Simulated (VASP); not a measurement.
# LiSi16 (a cell with a defect) in VASP: single point with PBEsol

Aim: the single point of LiSi16 (a cell with a defect) with PBEsol.

All numbers are computed with VASP 6.6.1; they aren't measurements. Logs are shortened: lines on timing, memory, paths and dates and some standing lists are left out, and cuts for length are marked.

## (1) The cell of the first run

The cell holds a defect, 17 atoms: a = 7.679 Å, b = 7.679 Å, c = 7.679 Å, α = 60.00°, β = 60.00°, γ = 60.00°.

## (2) Single point, PBEsol, collinear spin

INCAR reads:

```
SYSTEM = LiSi16
PREC = Accurate
ENCUT = 520
EDIFF = 1E-7
ISMEAR = -1
SIGMA = 0.02
LREAL = Auto
LASPH = .True.
NELM = 150
ALGO = Normal
ISIF = 2
LWAVE = .False.
LCHARG = .True.
ISPIN = 2
MAGMOM = 0 0 0 0 0 0 0 0 0 0 0 0 0 0 0 0 1
LORBIT = 11
GGA = PS
LELF = .True.
LVHAR = .True.
NBANDS = 52
```

KPOINTS reads:

```
Automatic mesh
0
Gamma
  2 2 2
  0 0 0
```

POSCAR reads:

```
LiSi16
1.0
    0.0000000000      5.4300000000      5.4300000000
    5.4300000000      0.0000000000      5.4300000000
    5.4300000000      5.4300000000      0.0000000000
Si Li
16 1
Direct
   -0.0107745209      0.0006669515      0.0053695874
    0.1111363914      0.1253856643      0.1385477260
   -0.0148977663      0.0049469914      0.5051324142
    0.1110306279      0.1251907927      0.6255267777
   -0.0107823569      0.5051206610      0.0053961975
    0.1214193351      0.6262452267      0.1264900860
   -0.0107513456      0.5050917864      0.5009196412
    0.1111183604      0.6383733345      0.6256473675
    0.4898224572      0.0020037947      0.0064757628
    0.6147228709      0.1305610171      0.1276044543
    0.4897429118      0.0019402616      0.5021623245
    0.6183375595      0.1272274041      0.6273687599
    0.4933312158      0.5022617123      0.0024953205
    0.6147472576      0.6274246635      0.1276189347
    0.4898125737      0.5063240649      0.5021935697
    0.6147178135      0.6273865880      0.6308039934
    0.2324290151      0.2558411855      0.7558722827
```

Potentials or basis: VASP PAW PBE potentials, release 64 (Si, Li_sv).

Command:

```sh
$ cat potpaw_PBE.64/Si/POTCAR potpaw_PBE.64/Li_sv/POTCAR > POTCAR
$ mpirun -np 1 vasp_std > vasp.out
```

OUTCAR:

```text
SYSTEM = LiSi16
   PREC = Accurate
   ENCUT = 520
   EDIFF = 1E-7
   ISMEAR = -1
   LREAL = Auto
   LASPH = .True.
   NELM = 150
   ISIF = 2
   ISPIN = 2
   LORBIT = 11
   GGA = PS

 ion  position               nearest neighbor table
   1  0.989  0.001  0.005-   6 2.35  10 2.35   2 2.38   4 2.38  17 2.71
   2  0.111  0.125  0.139-   3 2.30   9 2.37   5 2.38   1 2.38  17 2.40
   3  0.985  0.005  0.505-   4 2.30   8 2.30   2 2.30  12 2.30
   4  0.111  0.125  0.626-   3 2.30  11 2.37   1 2.38   7 2.38  17 2.40
   5  0.989  0.505  0.005-   6 2.35  14 2.35   2 2.38   8 2.38  17 2.71
   6  0.121  0.626  0.126-  13 2.33   5 2.35   1 2.35   7 2.35
   7  0.989  0.505  0.501-   6 2.35  16 2.35   8 2.38   4 2.38  17 2.71
   8  0.111  0.638  0.626-   3 2.30  15 2.37   5 2.38   7 2.38  17 2.40
   9  0.490  0.002  0.006-  14 2.35  10 2.35   2 2.37  12 2.38  17 2.76
  10  0.615  0.131  0.128-  13 2.33   1 2.35  11 2.35   9 2.35
  11  0.490  0.002  0.502-  16 2.35  10 2.35   4 2.37  12 2.38  17 2.76
  12  0.618  0.127  0.627-   3 2.30  11 2.38  15 2.38   9 2.38  17 2.42
  13  0.493  0.502  0.002-  16 2.33  10 2.33  14 2.33   6 2.33
  14  0.615  0.627  0.128-  13 2.33   5 2.35  15 2.35   9 2.35
  15  0.490  0.506  0.502-  14 2.35  16 2.35   8 2.37  12 2.38  17 2.76
  16  0.615  0.627  0.631-  13 2.33   7 2.35  11 2.35  15 2.35
  17  0.232  0.256  0.756-   4 2.40   8 2.40   2 2.40  12 2.42   7 2.71   1 2.71   5 2.71  11 2.76
                            15 2.76   9 2.76

  LATTYP: Found a face centered cubic cell.
 ALAT       =    10.8600000000

  Lattice vectors:

 A1 = (   0.0000000000,   5.4300000000,   5.4300000000)
 A2 = (   5.4300000000,   0.0000000000,   5.4300000000)
 A3 = (   5.4300000000,   5.4300000000,   0.0000000000)

Analysis of symmetry for initial positions (statically):
=====================================================================
 Subroutine PRICEL returns:
 Original cell was already a primitive cell.

 Routine SETGRP: Setting up the symmetry group for a
 face centered cubic supercell.

 Subroutine GETGRP returns: Found  1 space group operations
 (whereof  1 operations were pure point group operations)
 out of a pool of 48 trial point group operations.

The static configuration has the point symmetry C_1 .

Analysis of symmetry for dynamics (positions and initial velocities):
=====================================================================
 Subroutine PRICEL returns:
 Original cell was already a primitive cell.

 Routine SETGRP: Setting up the symmetry group for a
 face centered cubic supercell.

 Subroutine GETGRP returns: Found  1 space group operations
 (whereof  1 operations were pure point group operations)
 out of a pool of 48 trial point group operations.

The dynamic configuration has the point symmetry C_1 .

Analysis of structural, dynamic, and magnetic symmetry:
=====================================================================
 Subroutine PRICEL returns:
 Original cell was already a primitive cell.

 Routine SETGRP: Setting up the symmetry group for a
 face centered cubic supercell.

 Subroutine GETGRP returns: Found  1 space group operations
 (whereof  1 operations were pure point group operations)
 out of a pool of 48 trial point group operations.

The overall configuration has the point symmetry C_1 .

 Subroutine INISYM returns: Found  1 space group operations
 (whereof  1 operations are pure point group operations),
 and found     1 'primitive' translations

----------------------------------------------------------------------------------------

                                     Primitive cell

  volume of cell :     320.2060

  direct lattice vectors                    reciprocal lattice vectors
     0.000000000  5.430000000  5.430000000    -0.092081031  0.092081031  0.092081031
     5.430000000  0.000000000  5.430000000     0.092081031 -0.092081031  0.092081031
     5.430000000  5.430000000  0.000000000     0.092081031  0.092081031 -0.092081031

  length of vectors
     7.679179644  7.679179644  7.679179644     0.159489025  0.159489025  0.159489025

  position of ions in fractional coordinates (direct lattice)
     0.989225479  0.000666952  0.005369587
     0.111136391  0.125385664  0.138547726
     0.985102234  0.004946991  0.505132414
     0.111030628  0.125190793  0.625526778
     0.989217643  0.505120661  0.005396197
     0.121419335  0.626245227  0.126490086
[... 9 lines left out ...]
     0.614717814  0.627386588  0.630803993
     0.232429015  0.255841186  0.755872283

  ion indices of the primitive-cell ions
   primitive index   ion index
                 1           1
                 2           2
                 3           3
                 4           4
                 5           5
                 6           6
[... 9 lines left out ...]
                16          16
                17          17

----------------------------------------------------------------------------------------

 KPOINTS: Automatic mesh

Automatic generation of k-mesh.
 Grid dimensions read from file:
 generate k-points for:    2    2    2

 Generating k-lattice:

  Cartesian coordinates                     Fractional coordinates (reciprocal lattice)
    -0.046040516  0.046040516  0.046040516     0.500000000  0.000000000  0.000000000
     0.046040516 -0.046040516  0.046040516     0.000000000  0.500000000  0.000000000
     0.046040516  0.046040516 -0.046040516     0.000000000  0.000000000  0.500000000

  Length of vectors
     0.079744512  0.079744512  0.079744512

  Shift w.r.t. Gamma in fractional coordinates (k-lattice)
     0.000000000  0.000000000  0.000000000

 Subroutine IBZKPT returns following result:
 ===========================================

 Found      8 irreducible k-points:

 Following reciprocal coordinates:
            Coordinates               Weight
  0.000000  0.000000  0.000000      1.000000
  0.500000  0.000000  0.000000      1.000000
  0.000000  0.500000  0.000000      1.000000
  0.000000  0.000000  0.500000      1.000000
  0.500000  0.500000  0.500000      1.000000
  0.500000  0.500000  0.000000      1.000000
  0.000000  0.500000  0.500000      1.000000
  0.500000  0.000000  0.500000      1.000000
   k-points           NKPTS =      8   k-points in BZ     NKDIM =      8   number of bands    NBANDS=     52
   number of dos      NEDOS =    301   number of ions     NIONS =     17
   total plane-waves  NPLWV = 216000
   dimension x,y,z NGX =    60 NGY =   60 NGZ =   60
   dimension x,y,z NGXF=   120 NGYF=  120 NGZF=  120
   ions per type =              16   1
   NGX,Y,Z   is equivalent  to a cutoff of  12.99, 12.99, 12.99 a.u.
   NGXF,Y,Z  is equivalent  to a cutoff of  25.98, 25.98, 25.98 a.u.
 SYSTEM =  LiSi16
   PREC   = accura    normal or accurate (medium, high low for compatibility)
   ISTART =      0    job   : 0-new  1-cont  2-samecut
   ICHARG =      2    charge: 1-file 2-atom 10-const
   ISPIN  =      2    spin polarized calculation?
   LNONCOLLINEAR =      F non collinear calculations
   LSORBIT =      F    spin-orbit coupling
   LASPH  =      T    aspherical Exc in radial PAW
   ENCUT  =  520.0 eV  38.22 Ry    6.18 a.u.  14.28 14.28 14.28*2*pi/ulx,y,z
   NELM   =    150;   NELMIN=  2; NELMDL= -5     # of ELM steps
   EDIFF  = 0.1E-06   stopping-criterion for ELM
   LREAL  =      T    real-space projection
   EDIFFG = 0.1E-05   stopping-criterion for IOM
   NSW    =      0    number of steps for IOM
   IBRION =     -1    ionic relax: 0-MD 1-quasi-New 2-CG
   NFREE  =      0    steps in history (QN), initial steepest desc. (CG)
   ISIF   =      2    stress and relaxation
   ISYM   =      2    0-nonsym 1-usesym 2-fastsym
   POTIM  = 0.5000    time-step for ionic-motion
   TEBEG  =    0.0;   TEEND  =   0.0 temperature during run
   PSTRESS=    0.0 pullay stress
   NELECT =      67.0000    total number of electrons
   NUPDOWN=      -1.0000    fix difference up-down
   EMIN   =  10.00;   EMAX   =-10.00  energy-range for DOS
   EFERMI =   0.00;   METHOD = LEGACY
   ISMEAR =    -1;   SIGMA  =   0.02  broadening in eV -4-tet -1-fermi 0-gaus
   EFERMI_NEDOS =   21; number of points for ismear=-14 and -15
   IALGO  =     38    algorithm
   IMIX   =      4    mixing-type and parameters
     AMIX     =   0.40;   BMIX     =  1.00
     AMIX_MAG =   1.60;   BMIX_MAG =  1.00
  volume/ion in A,a.u.               =      18.84       127.11
  Fermi-wavevector in a.u.,A,eV,Ry     =   0.971904  1.836632 12.852022  0.944597
  Thomas-Fermi vector in A             =   2.102159
   LORBIT       =     11    0 simple, 1 ext, 2 COOP (PROOUT), +10 PAW based schemes
   GGA     = PS    functional components
   LHFCALC =     F    Hartree Fock is set to
   AEXX    =    0.0000 exact exchange contribution
   IVDW    =     0    specifies the selected vdW correction
   LEPSILON=     F    determine dielectric tensor
   LRPA    =     F    only Hartree local field effects (RPA)
 spin polarized calculation
  energy-cutoff  :      520.00
  volume of cell :      320.21
 maximum number of plane-waves:      8646
 NGX is ok and might be reduce to    60
   NGX = 29   NGY = 29   NGZ = 29

 number of electron      67.0000002 magnetization      -0.0639806

 number of electron      67.0000002 magnetization       0.0047508

 Free energy of the ion-electron system (eV)
  ---------------------------------------------------
  ext. energy  EPLUGINS =         0.00000000
  ---------------------------------------------------
  free energy    TOTEN  =       -92.26566028 eV

  energy without entropy =      -92.25636964  energy(sigma->0) =      -92.26101496

 E-fermi :   6.5080     XC(G=0):  -9.6635

 val. band max:        6.5046546364   @ k =   0.0000   0.0000   0.0000
 cond. band min:       6.7048654142   @ k =   0.0000   0.0000   0.0000
 fundamental gap:      0.2002107778
 Fermi energy:         6.5079852936

 spin component 1

 k-point     1 :       0.0000    0.0000    0.0000
  band No.  band energies     occupation
      1     -39.8418      1.00000
      2      -6.0464      1.00000
      3      -3.7950      1.00000
      4      -3.7046      1.00000
      5      -3.7040      1.00000
      6      -3.6999      1.00000
[... 373 lines left out ...]
     44      10.1212      0.00000
     45      10.2125      0.00000
 Fermi energy:         6.5079852936

 spin component 2

 k-point     1 :       0.0000    0.0000    0.0000
  band No.  band energies     occupation
      1     -39.8418      1.00000
      2      -6.0461      1.00000
      3      -3.7948      1.00000
      4      -3.7043      1.00000
      5      -3.7038      1.00000
      6      -3.6996      1.00000
[... 373 lines left out ...]
     44      10.1223      0.00000
     45      10.2130      0.00000
 [bands above 45 left out]

------------------------ aborting loop because EDIFF is reached ----------------------------------------

  FORCE on cell =-STRESS in cart. coord.  units (eV):
  Direction    XX          YY          ZZ          XY          YZ          ZX
  --------------------------------------------------------------------------------------
  -------------------------------------------------------------------------------------
  Total        3.7222678      3.7191351      3.7213867     -0.0052443      0.0063847     -0.0044661
  in kB       18.6246756     18.6090008     18.6202667     -0.0262405      0.0319462     -0.0223466
  external PRESSURE =      18.6179811 kB  Pullay stress =       0.0000000 kB

 VOLUME and BASIS-vectors are now :
 -----------------------------------------------------------------------------
  energy-cutoff  :      520.00
  volume of cell :      320.21
      direct lattice vectors                 reciprocal lattice vectors
     0.000000000  5.430000000  5.430000000    -0.092081031  0.092081031  0.092081031
     5.430000000  0.000000000  5.430000000     0.092081031 -0.092081031  0.092081031
     5.430000000  5.430000000  0.000000000     0.092081031  0.092081031 -0.092081031

 POSITION                                       TOTAL-FORCE (eV/Angst)
 -----------------------------------------------------------------------------------
      0.03278      5.40065      5.37512         0.004041     -0.008671     -0.010436
      1.43316      1.35578      1.28431        -0.002565     -0.025281      0.000522
      2.76973      8.09197      5.37597        -0.008461      0.009482      0.009243
      4.07640      3.99951      1.28268         0.027221      0.002540      0.004461
      2.77211      5.40075      8.11426         0.011003     -0.007235     -0.005000
      4.08735      1.34615      4.05982         0.017238     -0.017151     -0.017265
[... 9 lines left out ...]
      6.83197      6.76318      6.74463        -0.004778     -0.009949      0.004309
      5.49360      5.36648      2.65131        -0.032621      0.038634      0.035569
 -----------------------------------------------------------------------------------
    total drift:                                0.006292     -0.010296     -0.007899

  FREE ENERGIE OF THE ION-ELECTRON SYSTEM (eV)
  ---------------------------------------------------
  free  energy   TOTEN  =       -92.2656602784 eV

  energy  without entropy=      -92.2563696374  energy(sigma->0) =      -92.26101496

 total charge

# of ion       s       p       d       tot
------------------------------------------
    1        0.738   0.945   0.000   1.684
    2        0.746   0.962   0.000   1.707
    3        0.734   0.977   0.000   1.711
    4        0.746   0.961   0.000   1.707
    5        0.738   0.945   0.000   1.684
    6        0.743   0.951   0.000   1.694
[... 9 lines left out ...]
   16        0.743   0.951   0.000   1.695
   17        2.028   0.101   0.000   2.129
--------------------------------------------------
tot         13.883  15.369   0.000  29.251

 magnetization (x)

# of ion       s       p       d       tot
------------------------------------------
    1        0.000  -0.000   0.000   0.000
    2        0.000   0.000   0.000   0.000
    3       -0.000  -0.000   0.000  -0.000
    4        0.000   0.000   0.000   0.000
    5        0.000  -0.000   0.000   0.000
    6       -0.000   0.000   0.000   0.000
[... 9 lines left out ...]
   16       -0.000   0.000   0.000   0.000
   17       -0.000  -0.000   0.000  -0.000
--------------------------------------------------
tot          0.000   0.000   0.000   0.001
```

It took 11 min on 1 thread of Intel Xeon Platinum 8375C at 2.90GHz (Ice Lake), shared host; peak memory 0.71 GiB.

What came out:

```yaml
Free_energy: -92.2657 eV
Largest_force: 0.062 eV/Å
Net_moment: 0.00 μB per cell
Valence_electrons_inside_the_program's_atomic_spheres: Si 1.68, 1.71, 1.69, 1.70 (each value once); Li 2.13
```

Forces in eV/Å, atoms in the order of the input:
```
Si   0.004 -0.009 -0.010
Si  -0.003 -0.025  0.001
Si  -0.008  0.009  0.009
Si   0.027  0.003  0.004
Si   0.011 -0.007 -0.005
Si   0.017 -0.017 -0.017
Si   0.006 -0.009 -0.008
Si  -0.004  0.000 -0.025
Si  -0.010  0.013  0.011
Si  -0.003  0.004 -0.010
Si  -0.012  0.009  0.009
Si  -0.003  0.004  0.004
Si   0.016 -0.016 -0.017
Si   0.010  0.003  0.002
Si  -0.011  0.010  0.012
Si  -0.005 -0.010  0.004
Li  -0.033  0.039  0.036
```

Levels at points of the mesh, in eV from the Fermi level:
Spin up:
```tsv
k point	band 30	band 31	band 32	band 33	band 34	band 35	band 36	band 37
(0.00, 0.00, 0.00)	-1.67	-0.56	-0.55	-0.55	-0.07	-0.06	-0.06	-0.01
(0.50, 0.00, 0.00)	-1.36	-1.36	-1.29	-1.29	0.55	0.70	0.70	0.91
(0.00, 0.50, 0.00)	-1.37	-1.36	-1.29	-1.29	0.53	0.71	0.72	0.89
(0.00, 0.00, 0.50)	-1.37	-1.36	-1.29	-1.29	0.53	0.71	0.72	0.89
(0.50, 0.50, 0.50)	-1.38	-1.36	-1.29	-1.28	0.53	0.71	0.72	0.89
(0.50, 0.50, 0.00)	-1.94	-1.94	-1.85	-1.83	0.40	0.46	1.52	1.66
(0.00, 0.50, 0.50)	-1.94	-1.94	-1.85	-1.83	0.40	0.46	1.52	1.66
(0.50, 0.00, 0.50)	-1.94	-1.94	-1.86	-1.83	0.40	0.46	1.52	1.66
```
Spin down:
```tsv
k point	band 29	band 30	band 31	band 32	band 33	band 34	band 35	band 36	band 37	band 38
(0.00, 0.00, 0.00)	-1.68	-1.67	-0.56	-0.55	-0.55	-0.07	-0.06	-0.06	0.00	0.00
(0.50, 0.00, 0.00)	-2.66	-1.36	-1.36	-1.29	-1.29	0.55	0.70	0.70	0.91	0.91
(0.00, 0.50, 0.00)	-2.68	-1.37	-1.36	-1.29	-1.28	0.53	0.71	0.72	0.89	0.90
(0.00, 0.00, 0.50)	-2.68	-1.37	-1.36	-1.29	-1.29	0.53	0.71	0.72	0.89	0.89
(0.50, 0.50, 0.50)	-2.68	-1.37	-1.36	-1.29	-1.28	0.53	0.71	0.72	0.89	0.90
(0.50, 0.50, 0.00)	-2.48	-1.94	-1.94	-1.85	-1.83	0.40	0.46	1.52	1.66	1.67
(0.00, 0.50, 0.50)	-2.48	-1.94	-1.94	-1.85	-1.83	0.40	0.46	1.52	1.66	1.67
(0.50, 0.00, 0.50)	-2.48	-1.94	-1.94	-1.85	-1.83	0.40	0.46	1.52	1.66	1.67
```

Caveat: the k points lie up to 0.50 Å⁻¹ apart; the cutoff is under 1.25 times the usual one of these potentials, so pressure, stress and relaxed cells hold a basis-set (Pulay) error; the PAW data sets were made with another functional, which shifts forces and pressure a little.
